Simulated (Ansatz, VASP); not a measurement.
One calculation of TaN, two programs

```
Ta N
1.0
     5.19600    0.00000    0.00000
    -2.59800    4.49987    0.00000
     0.00000    0.00000    2.91100
Ta N
3 3
Cartesian
  0.0000 2.9999 1.4555
  2.5980 1.5000 1.4555
  0.0000 0.0000 0.0000
  2.0412 0.0000 0.0000
  1.5774 2.7321 0.0000
  -1.0206 1.7678 0.0000
```

Alike in both runs: task single point; functional PBE; k mesh 4 × 4 × 6; occupations gaussian, width 0.05 eV; collinear spin; Hubbard terms Ta d U = 6.0 eV.

```csv
,VASP,Ansatz
version,VASP 6.6.1,Ansatz 0.2.0
potentials or method,"VASP PAW PBE potentials, release 64 (Ta_pv, N), cutoff 520 eV","scalar-relativistic, plane waves, PAW"
valence electrons in the cell,48,54
```

Ansatz gave:

```
gap on the k mesh at the Fermi level (eV)                     : none
pressure (GPa)                                                : 11.1
traceless stress, the component that is largest in VASP (GPa) : 0.65
rms of the force components (eV/Å)                            : 0.012
net moment per atom (μB)                                      : 0.01
```

Q: Which values does VASP return?

A: gap on the k mesh at the Fermi level (eV): none; pressure (GPa): 24.6; traceless stress, the component that is largest in VASP (GPa): 2.38; rms of the force components (eV/Å): 0.170; net moment per atom (μB): 0.00.

The programs project onto different local orbitals, so the same U acts differently, and such runs can settle in different states. Atom by atom the forces differ by 0.181 eV/Å (rms over components). A gap of «none» marks a metal or a gap that the smearing closes. VASP's potentials hold 48 valence electrons a cell and Ansatz's 54, so a difference there can come from the potentials and not from the codes. Ansatz's warnings: filled band counts differ across k points, seeded moment not kept, specified occupation not kept, symmetry narrowed by occupation matrices.

Neither program's run includes spin-orbit coupling.
